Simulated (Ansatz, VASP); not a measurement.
## Two plane-wave programs on LiH

```
Li H
1.0
     0.00000    1.93986    1.93986
     1.93986    0.00000    1.93986
     1.93986    1.93986    0.00000
Li H
1 1
Cartesian
  0.0000 0.0000 0.0000
  1.9399 1.9399 1.9399
```

Alike in both runs: functional PBE; dispersion D3(BJ); k mesh 10 × 10 × 10; occupations gaussian, width 0.02 eV; no spin polarisation.

Ansatz relaxed the structure, and its values are those at the end. VASP's run is a single point on that final structure, the one shown.

```csv
,VASP,Ansatz
version,VASP 6.6.1,Ansatz 0.2.0
potentials or method,"VASP PAW PBE potentials, release 64 (Li_sv, H), cutoff 750 eV","scalar-relativistic, plane waves, PAW"
valence electrons in the cell,4,4
```

|  | VASP | Ansatz | Ansatz less VASP |
| --- | --- | --- | --- |
| gap on the k mesh at the Fermi level (eV) | 2.90 | 2.90 | +0.003 |
| least direct gap on the mesh (eV) | 2.90 | 2.90 | +0.003 |
| pressure (GPa) | -0.3 | 0.0 | +0.24 |
